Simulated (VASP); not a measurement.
# Li: single point with PBEsol

The system is Li.

```
CELL_PARAMETERS angstrom
0.00000 2.32458 1.97589
2.32458 0.00000 1.97589
2.32458 2.32458 0.00000
ATOMIC_POSITIONS crystal
Li 0.00000 0.00000 0.00000
```

This cell differs from its parent crystal: ratio of the length along z to the lengths across it x 0.85, volume and fractional coordinates fixed.

- Program: VASP 6.6.1
- Task: single point
- Functional: PBEsol
- Potentials or basis: VASP PAW PBE potentials, release 64 (Li_sv)
- Cutoff: 520 eV
- k mesh: 20 × 20 × 20
- Occupations: gaussian, width 0.15 eV
- Spin: no spin polarisation
- Dipole correction: no
- Further INCAR settings: ALGO = Normal; EDIFF = 1e-06; NBANDS = 8

```json
{"Band gap on the k mesh": "zero (an odd number of electrons rules out a gap without spin polarisation)"}
```

Levels at points of the mesh, in eV from the Fermi level:
```
           k point  band 1  band 2  band 3  band 4  band 5  band 6  band 7
(0.00, 0.00, 0.00)  -46.00   -3.48   13.78   14.03   14.03   17.75   17.75
(0.50, 0.00, 0.00)  -45.99    0.06    2.84   11.01   12.46   14.53   16.89
(0.50, 0.50, 0.00)  -45.98    3.04    5.99    6.75    6.75    8.89   13.62
(0.50, 0.00, 0.50)  -45.98    0.87    3.84    8.75    9.47   11.30   15.46
```

Wall time 20 s on 1 thread of Intel(R) Xeon(R) 6975P-C (Granite Rapids), on a shared host, peak memory 0.19 GiB.
